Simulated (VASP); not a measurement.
The system is ScCu.

```
Sc Cu
1.0
     3.25600    0.00000    0.00000
     0.00000    3.25600    0.00000
     0.00000    0.00000    3.25600
Sc Cu
1 1
Cartesian
  1.6280 1.6280 1.6280
  0.0000 0.0000 0.0000
```

```yaml
Program: VASP 6.6.1
Task: relaxation of volume and atoms at fixed shape
Functional: LDA
Potentials_or_basis: VASP PAW LDA potentials, release 64 (Sc_sv, Cu_sv_GW)
Cutoff: 820 eV
k_mesh: 8 × 8 × 8
Occupations: gaussian, width 0.1 eV
Spin: no spin polarisation
```

At the start: pressure -7.7 GPa; volume 17.26 Å³/atom.

Q: How do energy, volume and symmetry change on relaxing?

A: Over 3 steps the energy falls by 35.2 meV/atom and the volume is 15.90 Å³/atom (-7.9 %); space group Pm-3m (No. 221, to 0.1 Å) before and after.

The path:
```csv
step,energy change (eV),largest force (eV/Å),pressure (GPa),volume (Å³)
1,0.0000,0.0000,-7.66,34.52
2,-0.0526,0.0000,5.09,30.56
3,-0.0705,0.0000,-0.03,31.79
```

Final structure:
```
Sc Cu
1.0
     3.16789    0.00000    0.00000
     0.00000    3.16789    0.00000
     0.00000    0.00000    3.16789
Sc Cu
1 1
Direct
  0.50000 0.50000 0.50000
  0.00000 0.00000 0.00000
```
